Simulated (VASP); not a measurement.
# ZnS (F-43m) in VASP: notebook

Runs on ZnS. Level: PBE. Tasks: single point.

Program: VASP 6.6.1. These are calculated values, not measurements. Logs are shortened: lines on timing, memory, paths and dates and some standing lists are left out, and cuts for length are marked.

**Measured values to compare with.**

“Electronic, vibrational, and thermodynamic properties of ZnS (zincblende and rocksalt structure)”, 2009, arxiv:0911.5022 quotes, for a bulk crystal of ZnS at 19 K: band gap 3.85 eV (direct).

The runs below are set against these values where they give the same quantity.

### Step 1. The cell of the first run

The structure is cubic, space group F-43m (No. 216). The conventional cell has a = 5.294 Å, b = 5.294 Å, c = 5.294 Å, α = 90.00°, β = 90.00°, γ = 90.00°. Zn (site symmetry -43m) has 4 S at 2.29 Å within 3.0 Å. Within 3.0 Å of S (site symmetry -43m) lie 4 Zn at 2.29 Å.

### Step 2. Single point, PBE

INCAR

```
SYSTEM = ZnS
ALGO = Normal
EDIFF = 1E-6
ENCUT = 500
GGA = PE
GGA_COMPAT = .FALSE.
ISIF = 2
ISMEAR = 0
LASPH = .TRUE.
LCHARG = .FALSE.
LREAL = .FALSE.
LWAVE = .FALSE.
NBANDS = 16
NELM = 120
PREC = Accurate
SIGMA = 0.01
```

KPOINTS

```
k-points
0
G
  6 6 6
  0 0 0
```

POSCAR

```
ZnS
1.0
    0.0000000000      2.6468416657      2.6468416657
    2.6468416657      0.0000000000      2.6468416657
    2.6468416657      2.6468416657      0.0000000000
Zn S
1 1
Direct
    0.2500000000      0.2500000000      0.2500000000
    0.0000000000      0.0000000000      0.0000000000
```

Potentials or basis: VASP PAW PBE potentials, release 64 (Zn, S).

On the command line:

```console
$ cat potpaw_PBE.64/Zn/POTCAR potpaw_PBE.64/S/POTCAR > POTCAR
$ mpirun -np 1 vasp_std > vasp.out
```

OUTCAR:

```text
SYSTEM = ZnS
   EDIFF = 1E-6
   ENCUT = 500
   GGA = PE
   ISIF = 2
   ISMEAR = 0
   LASPH = .TRUE.
   LREAL = .FALSE.
   NELM = 120
   PREC = Accurate

 ion  position               nearest neighbor table
   1  0.250  0.250  0.250-   2 2.29   2 2.29   2 2.29   2 2.29
   2  0.000  0.000  0.000-   1 2.29   1 2.29   1 2.29   1 2.29

  LATTYP: Found a face centered cubic cell.
 ALAT       =     5.2936833314

  Lattice vectors:

 A1 = (   0.0000000000,   2.6468416657,   2.6468416657)
 A2 = (   2.6468416657,   0.0000000000,   2.6468416657)
 A3 = (   2.6468416657,   2.6468416657,   0.0000000000)

Analysis of symmetry for initial positions (statically):
=====================================================================
 Subroutine PRICEL returns:
 Original cell was already a primitive cell.

 Routine SETGRP: Setting up the symmetry group for a
 face centered cubic supercell.

 Subroutine GETGRP returns: Found 24 space group operations
 (whereof 24 operations were pure point group operations)
 out of a pool of 48 trial point group operations.

The static configuration has the point symmetry T_d .

Analysis of symmetry for dynamics (positions and initial velocities):
=====================================================================
 Subroutine PRICEL returns:
 Original cell was already a primitive cell.

 Routine SETGRP: Setting up the symmetry group for a
 face centered cubic supercell.

 Subroutine GETGRP returns: Found 24 space group operations
 (whereof 24 operations were pure point group operations)
 out of a pool of 48 trial point group operations.

The dynamic configuration has the point symmetry T_d .

 Subroutine INISYM returns: Found 24 space group operations
 (whereof 24 operations are pure point group operations),
 and found     1 'primitive' translations

----------------------------------------------------------------------------------------

                                     Primitive cell

  volume of cell :      37.0863

  direct lattice vectors                    reciprocal lattice vectors
     0.000000000  2.646841666  2.646841666    -0.188904386  0.188904386  0.188904386
     2.646841666  0.000000000  2.646841666     0.188904386 -0.188904386  0.188904386
     2.646841666  2.646841666  0.000000000     0.188904386  0.188904386 -0.188904386

  length of vectors
     3.743199381  3.743199381  3.743199381     0.327191995  0.327191995  0.327191995

  position of ions in fractional coordinates (direct lattice)
     0.250000000  0.250000000  0.250000000
     0.000000000  0.000000000  0.000000000

  ion indices of the primitive-cell ions
   primitive index   ion index
                 1           1
                 2           2

----------------------------------------------------------------------------------------

 KPOINTS: k-points

Automatic generation of k-mesh.
 Grid dimensions read from file:
 generate k-points for:    6    6    6

 Generating k-lattice:

  Cartesian coordinates                     Fractional coordinates (reciprocal lattice)
    -0.031484064  0.031484064  0.031484064     0.166666667  0.000000000  0.000000000
     0.031484064 -0.031484064  0.031484064     0.000000000  0.166666667  0.000000000
     0.031484064  0.031484064 -0.031484064     0.000000000  0.000000000  0.166666667

  Length of vectors
     0.054531999  0.054531999  0.054531999

  Shift w.r.t. Gamma in fractional coordinates (k-lattice)
     0.000000000  0.000000000  0.000000000

 Subroutine IBZKPT returns following result:
 ===========================================

 Found     16 irreducible k-points:

 Following reciprocal coordinates:
            Coordinates               Weight
  0.000000  0.000000  0.000000      1.000000
  0.166667  0.000000  0.000000      8.000000
  0.333333  0.000000  0.000000      8.000000
  0.500000  0.000000  0.000000      4.000000
  0.166667  0.166667  0.000000      6.000000
  0.333333  0.166667  0.000000     24.000000
[... 8 lines left out ...]
 -0.333333  0.333333  0.166667     24.000000
 -0.333333  0.500000  0.166667     12.000000
   k-points           NKPTS =     16   k-points in BZ     NKDIM =     16   number of bands    NBANDS=     16
   number of dos      NEDOS =    301   number of ions     NIONS =      2
   total plane-waves  NPLWV =  21952
   dimension x,y,z NGX =    28 NGY =   28 NGZ =   28
   dimension x,y,z NGXF=    56 NGYF=   56 NGZF=   56
   ions per type =               1   1
   NGX,Y,Z   is equivalent  to a cutoff of  12.44, 12.44, 12.44 a.u.
   NGXF,Y,Z  is equivalent  to a cutoff of  24.87, 24.87, 24.87 a.u.
 SYSTEM =  ZnS
   PREC   = accura    normal or accurate (medium, high low for compatibility)
   ISTART =      0    job   : 0-new  1-cont  2-samecut
   ICHARG =      2    charge: 1-file 2-atom 10-const
   ISPIN  =      1    spin polarized calculation?
   LNONCOLLINEAR =      F non collinear calculations
   LSORBIT =      F    spin-orbit coupling
   LASPH  =      T    aspherical Exc in radial PAW
   ENCUT  =  500.0 eV  36.75 Ry    6.06 a.u.   6.82  6.82  6.82*2*pi/ulx,y,z
   NELM   =    120;   NELMIN=  2; NELMDL= -5     # of ELM steps
   EDIFF  = 0.1E-05   stopping-criterion for ELM
   LREAL  =      F    real-space projection
   EDIFFG = 0.1E-04   stopping-criterion for IOM
   NSW    =      0    number of steps for IOM
   IBRION =     -1    ionic relax: 0-MD 1-quasi-New 2-CG
   NFREE  =      0    steps in history (QN), initial steepest desc. (CG)
   ISIF   =      2    stress and relaxation
   ISYM   =      2    0-nonsym 1-usesym 2-fastsym
   POTIM  = 0.5000    time-step for ionic-motion
   TEBEG  =    0.0;   TEEND  =   0.0 temperature during run
   PSTRESS=    0.0 pullay stress
   NELECT =      18.0000    total number of electrons
   NUPDOWN=      -1.0000    fix difference up-down
   EMIN   =  10.00;   EMAX   =-10.00  energy-range for DOS
   EFERMI =   0.00;   METHOD = LEGACY
   ISMEAR =     0;   SIGMA  =   0.01  broadening in eV -4-tet -1-fermi 0-gaus
   EFERMI_NEDOS =   21; number of points for ismear=-14 and -15
   IALGO  =     38    algorithm
   IMIX   =      4    mixing-type and parameters
     AMIX     =   0.40;   BMIX     =  1.00
     AMIX_MAG =   1.60;   BMIX_MAG =  1.00
  volume/ion in A,a.u.               =      18.54       125.14
  Fermi-wavevector in a.u.,A,eV,Ry     =   1.286553  2.431233 22.520619  1.655219
  Thomas-Fermi vector in A             =   2.418621
   LORBIT       =      0    0 simple, 1 ext, 2 COOP (PROOUT), +10 PAW based schemes
   GGA     = PE    functional components
   LHFCALC =     F    Hartree Fock is set to
   AEXX    =    0.0000 exact exchange contribution
   IVDW    =     0    specifies the selected vdW correction
   LEPSILON=     F    determine dielectric tensor
   LRPA    =     F    only Hartree local field effects (RPA)
 non-spin polarized calculation
 Gauss-broadening in eV      SIGMA  =   0.01
  energy-cutoff  :      500.00
  volume of cell :       37.09
 maximum number of plane-waves:       960
   NGX = 13   NGY = 13   NGZ = 13

 number of electron      18.0000013 magnetization

 Free energy of the ion-electron system (eV)
  ---------------------------------------------------
  ext. energy  EPLUGINS =         0.00000000
  ---------------------------------------------------
  free energy    TOTEN  =        -6.77912522 eV

  energy without entropy =       -6.77912522  energy(sigma->0) =       -6.77912522

 E-fermi :   2.7747     XC(G=0):  -9.9237

 val. band max:        2.7086313946   @ k =   0.0000   0.0000   0.0000
 cond. band min:       5.0982729042   @ k =   0.0000   0.0000   0.0000
 fundamental gap:      2.3896415096
 Fermi energy:         2.7746995725

 k-point     1 :       0.0000    0.0000    0.0000
  band No.  band energies     occupation
      1     -10.8839      2.00000
      2      -3.9007      2.00000
      3      -3.9007      2.00000
      4      -3.9007      2.00000
      5      -3.3264      2.00000
      6      -3.3264      2.00000
[... 8 lines left out ...]
     15      14.5379      0.00000
     16      14.9273      0.00000

 k-point     2 :       0.1667    0.0000    0.0000
  band No.  band energies     occupation
      1     -10.6584      2.00000
      2      -3.9031      2.00000
      3      -3.8606      2.00000
      4      -3.8606      2.00000
      5      -3.3288      2.00000
      6      -3.3288      2.00000
[... 8 lines left out ...]
     15      13.7171      0.00000
     16      15.6478      0.00000

 k-point     3 :       0.3333    0.0000    0.0000
  band No.  band energies     occupation
      1     -10.1417      2.00000
      2      -3.7941      2.00000
      3      -3.7941      2.00000
      4      -3.7615      2.00000
      5      -3.3127      2.00000
      6      -3.3127      2.00000
[... 8 lines left out ...]
     15      14.3811      0.00000
     16      14.7605      0.00000

 k-point     4 :       0.5000    0.0000    0.0000
  band No.  band energies     occupation
      1      -9.8380      2.00000
      2      -3.7707      2.00000
      3      -3.7707      2.00000
      4      -3.2907      2.00000
      5      -3.2907      2.00000
      6      -3.1254      2.00000
[... 8 lines left out ...]
     15      16.2714      0.00000
     16      16.2714      0.00000
[... 172 lines left out ...]
 k-point    14 :       0.5000    0.3333    0.1667
  band No.  band energies     occupation
      1      -9.7810      2.00000
      2      -3.8260      2.00000
      3      -3.7012      2.00000
      4      -3.5768      2.00000
      5      -3.3029      2.00000
      6      -3.2480      2.00000
[... 8 lines left out ...]
     15      16.9810      0.00000
     16      17.6111      0.00000

 k-point    15 :      -0.3333    0.3333    0.1667
  band No.  band energies     occupation
      1      -9.5736      2.00000
      2      -3.7657      2.00000
      3      -3.6527      2.00000
      4      -3.3945      2.00000
      5      -3.3435      2.00000
      6      -2.9763      2.00000
[... 8 lines left out ...]
     15      16.7659      0.00000
     16      17.4420      0.00000

 k-point    16 :      -0.3333    0.5000    0.1667
  band No.  band energies     occupation
      1      -9.4791      2.00000
      2      -3.8319      2.00000
      3      -3.5614      2.00000
      4      -3.4701      2.00000
      5      -3.3016      2.00000
      6      -2.9185      2.00000
[... 8 lines left out ...]
     15      16.8325      0.00000
     16      17.9060      0.00000

------------------------ aborting loop because EDIFF is reached ----------------------------------------

  FORCE on cell =-STRESS in cart. coord.  units (eV):
  Direction    XX          YY          ZZ          XY          YZ          ZX
  --------------------------------------------------------------------------------------
  -------------------------------------------------------------------------------------
  Total        1.6629171      1.6629171      1.6629171      0.0000000     -0.0000000      0.0000000
  in kB       71.8401626     71.8401626     71.8401626      0.0000000     -0.0000000      0.0000000
  external PRESSURE =      71.8401626 kB  Pullay stress =       0.0000000 kB

 VOLUME and BASIS-vectors are now :
 -----------------------------------------------------------------------------
  energy-cutoff  :      500.00
  volume of cell :       37.09
      direct lattice vectors                 reciprocal lattice vectors
     0.000000000  2.646841666  2.646841666    -0.188904386  0.188904386  0.188904386
     2.646841666  0.000000000  2.646841666     0.188904386 -0.188904386  0.188904386
     2.646841666  2.646841666  0.000000000     0.188904386  0.188904386 -0.188904386

 POSITION                                       TOTAL-FORCE (eV/Angst)
 -----------------------------------------------------------------------------------
      1.32342      1.32342      1.32342         0.000000      0.000000     -0.000000
      0.00000      0.00000      0.00000        -0.000000     -0.000000      0.000000
 -----------------------------------------------------------------------------------
    total drift:                               -0.000001     -0.000001     -0.000001

  FREE ENERGIE OF THE ION-ELECTRON SYSTEM (eV)
  ---------------------------------------------------
  free  energy   TOTEN  =        -6.7791252226 eV

  energy  without entropy=       -6.7791252226  energy(sigma->0) =       -6.77912522
```

It took 6.4 s on 1 thread of Intel Xeon Platinum 8488C (Sapphire Rapids), shared host; peak memory 0.15 GiB.

What came out:

```yaml
Free_energy: -6.7791 eV
Pressure: 7.2 GPa
Band_gap_on_the_k_mesh: 2.39 eV, direct
```

Levels at points of the mesh, in eV from the valence-band top:
```tsv
k point	band 5	band 6	band 7	band 8	band 9	band 10	band 11	band 12	band 13	band 14
(0.00, 0.00, 0.00)	-6.04	-6.04	0.00	0.00	0.00	2.39	6.34	6.34	6.34	11.83
(0.50, 0.00, 0.00)	-6.00	-5.83	-5.69	-0.96	-0.96	3.43	6.88	6.88	9.10	12.46
(0.50, 0.50, 0.00)	-5.95	-5.80	-4.81	-2.45	-2.45	3.26	4.05	11.43	12.39	12.39
```

### Step 3. Single point, PBE

This run uses another cell than the first one, of 19.13 Å³/atom, 1.032 times its volume.

INCAR

```
PREC     = Accurate       # precision mode
ENCUT    = 500            # plane-wave cutoff, eV
EDIFF    = 1E-6           # SCF threshold, eV
ISMEAR   = 0              # smearing method
SIGMA    = 0.01           # smearing width, eV
LREAL    = False          # projectors in reciprocal space
LASPH    = True           # aspherical terms in the spheres
NELM     = 120            # most SCF steps
ALGO     = Normal         # electronic algorithm
ISIF     = 2              # what is computed and relaxed
LWAVE    = False          # write WAVECAR
LCHARG   = False          # write CHGCAR
GGA      = PE             # functional
NBANDS   = 16             # bands
GGA_COMPAT= False
```

KPOINTS

```
Automatic mesh
0
Gamma
  6 6 6
```

POSCAR

```
ZnS
1.0
    0.0000000000      2.6747052046      2.6747052046
    2.6747052046      0.0000000000      2.6747052046
    2.6747052046      2.6747052046      0.0000000000
Zn S
1 1
Direct
    0.2500000000      0.2500000000      0.2500000000
    0.0000000000      0.0000000000      0.0000000000
```

Potentials or basis: VASP PAW PBE potentials, release 64 (Zn, S).

On the command line:

```console
$ cat potpaw_PBE.64/Zn/POTCAR potpaw_PBE.64/S/POTCAR > POTCAR
$ mpirun -np 1 vasp_std > vasp.out
```

Run time: 7.4 s. Hardware: 1 thread of Intel Xeon Platinum 8488C (Sapphire Rapids), shared host; peak memory 0.15 GiB.

It converged, with:

- Free energy: -6.8216 eV
- Pressure: 4.3 GPa
- Band gap on the k mesh: 2.25 eV, direct

Levels at points of the mesh, in eV from the valence-band top:
```
           k point  band 6  band 7  band 8  band 9  band 10  band 11  band 12  band 13
(0.00, 0.00, 0.00)   -5.93    0.00    0.00    0.00     2.25     6.37     6.37     6.37
(0.50, 0.00, 0.00)   -5.72   -5.49   -0.91   -0.91     3.37     6.91     6.91     8.99
(0.50, 0.50, 0.00)   -5.71   -4.68   -2.33   -2.33     3.33     4.07    11.20    12.18
```

### Step 4. Single point, PBE

This run uses another cell than the first one, of 20.32 Å³/atom, 1.096 times its volume.

INCAR

```
ALGO     = Normal         # electronic algorithm
EDIFF    = 1E-6           # SCF threshold, eV
ENCUT    = 500            # plane-wave cutoff, eV
GGA      = PE             # functional
GGA_COMPAT= False        
ISIF     = 2              # what is computed and relaxed
ISMEAR   = 0              # smearing method
LASPH    = True           # aspherical terms in the spheres
LCHARG   = False          # write CHGCAR
LREAL    = False          # projectors in reciprocal space
LWAVE    = False          # write WAVECAR
NBANDS   = 16             # bands
NELM     = 120            # most SCF steps
PREC     = Accurate       # precision mode
SIGMA    = 0.01           # smearing width, eV
```

KPOINTS

```
k-points
0
Gamma
  6 6 6
```

POSCAR

```
ZnS
1.0
    0.0000000000      2.7287542152      2.7287542152
    2.7287542152      0.0000000000      2.7287542152
    2.7287542152      2.7287542152      0.0000000000
Zn S
1 1
Direct
    0.2500000000      0.2500000000      0.2500000000
    0.0000000000      0.0000000000      0.0000000000
```

On the command line:

```console
$ cat potpaw_PBE.64/Zn/POTCAR potpaw_PBE.64/S/POTCAR > POTCAR
$ mpirun -np 1 vasp_std > vasp.out
```

Run time: 6.4 s. Hardware: 1 thread of Intel Xeon Platinum 8488C (Sapphire Rapids), shared host; peak memory 0.15 GiB.

Results (log left out):

```yaml
Free_energy: -6.8492 eV
Pressure: -0.4 GPa
Band_gap_on_the_k_mesh: 1.98 eV, direct
```

Levels at points of the mesh, in eV from the valence-band top:
| k point | band 5 | band 6 | band 7 | band 8 | band 9 | band 10 | band 11 | band 12 | band 13 | band 14 |
| --- | --- | --- | --- | --- | --- | --- | --- | --- | --- | --- |
| (0.00, 0.00, 0.00) | -5.77 | -5.77 | 0.00 | 0.00 | 0.00 | 1.98 | 6.41 | 6.41 | 6.41 | 11.70 |
| (0.50, 0.00, 0.00) | -5.74 | -5.57 | -5.10 | -0.82 | -0.82 | 3.25 | 6.94 | 6.94 | 8.76 | 12.04 |
| (0.50, 0.50, 0.00) | -5.70 | -5.56 | -4.44 | -2.11 | -2.11 | 3.47 | 4.07 | 10.77 | 11.77 | 11.77 |

### Step 5. Single point, PBE

This run uses another cell than the first one, of 20.91 Å³/atom, 1.128 times its volume.

INCAR

```
PREC     = Accurate       # precision mode
ENCUT    = 500            # plane-wave cutoff, eV
EDIFF    = 1E-6           # SCF threshold, eV
ISMEAR   = 0              # smearing method
SIGMA    = 0.01           # smearing width, eV
LREAL    = F              # projectors in reciprocal space
LASPH    = T              # aspherical terms in the spheres
NELM     = 120            # most SCF steps
ALGO     = Normal         # electronic algorithm
ISIF     = 2              # what is computed and relaxed
LWAVE    = F              # write WAVECAR
LCHARG   = T              # write CHGCAR
GGA      = PE             # functional
LELF     = T              # ELF
LVHAR    = T            
NBANDS   = 16             # bands
GGA_COMPAT= F
```

KPOINTS

```
Automatic mesh
0
Gamma
  6 6 6
```

POSCAR

```
ZnS
1.0
    0.0000000000      2.7549938462      2.7549938462
    2.7549938462      0.0000000000      2.7549938462
    2.7549938462      2.7549938462      0.0000000000
Zn S
1 1
Direct
    0.2500000000      0.2500000000      0.2500000000
    0.0000000000      0.0000000000      0.0000000000
```

On the command line:

```console
$ cat potpaw_PBE.64/Zn/POTCAR potpaw_PBE.64/S/POTCAR > POTCAR
$ mpirun -np 1 vasp_std > vasp.out
```

Wall time 7.5 s (1 thread of Intel Xeon Platinum 8488C (Sapphire Rapids), shared host); peak memory 0.15 GiB.

The run converged. Its results:

```yaml
Free_energy: -6.8398 eV
Pressure: -2.2 GPa
Band_gap_on_the_k_mesh: 1.86 eV, direct
```

Levels at points of the mesh, in eV from the valence-band top:
```csv
k point,band 6,band 7,band 8,band 9,band 10,band 11,band 12,band 13
"(0.00, 0.00, 0.00)",-5.70,0.00,0.00,0.00,1.86,6.43,6.43,6.43
"(0.50, 0.00, 0.00)",-5.51,-4.92,-0.79,-0.79,3.19,6.95,6.95,8.65
"(0.50, 0.50, 0.00)",-5.50,-4.33,-2.02,-2.02,3.53,4.06,10.58,11.57
```

### Step 6. Overview

| cell | gap on the mesh (eV) | pressure (GPa) |
| --- | --- | --- |
| a = 3.743 Å, angles 60.0°, 2 atoms | 2.39 | 7.2 |
| a = 3.783 Å, angles 60.0°, 2 atoms | 2.25 | 4.3 |
| a = 3.859 Å, angles 60.0°, 2 atoms | 1.98 | -0.4 |
| a = 3.896 Å, angles 60.0°, 2 atoms | 1.86 | -2.2 |

Alike in all rows: task single point; level PBE; potentials or basis VASP PAW PBE potentials, release 64 (Zn, S); no spin polarisation; k mesh 6 × 6 × 6; cutoff (eV) 500; smearing gaussian 0.01 eV.

Absolute energies hang on the potentials; compare differences alone.

### Step 7. How close it comes

Step 4. Against the measured gap of ZnS, 3.85 eV (direct; 19 K; quoted in “Electronic, vibrational, and thermodynamic properties of ZnS (zincblende and rocksalt structure)”, 2009, arxiv:0911.5022), the calculated 1.98 eV is off by -1.87 eV. The value is that of PBE, without temperature or zero-point motion. Semilocal functionals fall short of measured gaps as a rule.

Step 5. Against the measured gap of ZnS, 3.85 eV (direct; 19 K; quoted in “Electronic, vibrational, and thermodynamic properties of ZnS (zincblende and rocksalt structure)”, 2009, arxiv:0911.5022), the calculated 1.86 eV is off by -1.99 eV. So large a miss can be the level of theory's own, or it may mean another phase, state or a wrong row. The value is that of PBE, without temperature or zero-point motion. Semilocal functionals fall short of measured gaps as a rule.
